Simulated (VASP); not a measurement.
A run of VASP 6.6.1 is set up as follows.

File INCAR:

```
SYSTEM = BiC
PREC = Accurate
ENCUT = 600
EDIFF = 1E-6
ISMEAR = 0
SIGMA = 0.1
LREAL = .False.
LASPH = .True.
NELM = 60
ALGO = Normal
ISIF = 3
LWAVE = .False.
LCHARG = .False.
GGA = PE
IBRION = 2
NSW = 100
EDIFFG = -0.01
```

File KPOINTS:

```
regular mesh
0
Gamma
  18 18 18
  0 0 0
```

The input POSCAR:

```
BiC
1.0
    0.0000000000      2.5705217306      2.5705217306
    2.5705217306      0.0000000000      2.5705217306
    2.5705217306      2.5705217306      0.0000000000
Bi C
1 1
Direct
    0.0000000000      0.0000000000      0.0000000000
    0.5000000000      0.5000000000      0.5000000000
```

Potentials or basis: VASP PAW PBE potentials, release 64 (Bi_d, C).

The run is started by

```bash
$ cat potpaw_PBE.64/Bi_d/POTCAR potpaw_PBE.64/C/POTCAR > POTCAR
$ mpirun -np 1 vasp_std > vasp.out
```

Q: What does it give for the space group after relaxing (to 0.05 Å)?

A: Fm-3m (No. 225).

Q: What does it give for the relaxed volume?

A: 16.96 Å³/atom.

Q: Estimate the relaxed cell.

A: a = 3.633 Å, b = 3.633 Å, c = 3.633 Å, α = 60.00°, β = 60.00°, γ = 60.00°.

Final structure:
```cif
data_structure
_symmetry_space_group_name_H-M 'P 1'
_symmetry_Int_Tables_number 1
_cell_length_a 3.6332
_cell_length_b 3.6332
_cell_length_c 3.6332
_cell_angle_alpha 60.000
_cell_angle_beta 60.000
_cell_angle_gamma 60.000
_cell_volume 33.91
loop_
_atom_site_label
_atom_site_type_symbol
_atom_site_fract_x
_atom_site_fract_y
_atom_site_fract_z
_atom_site_occupancy
Bi1 Bi 0.00000 0.00000 0.00000 1
C1 C 0.50000 0.50000 0.50000 1
```
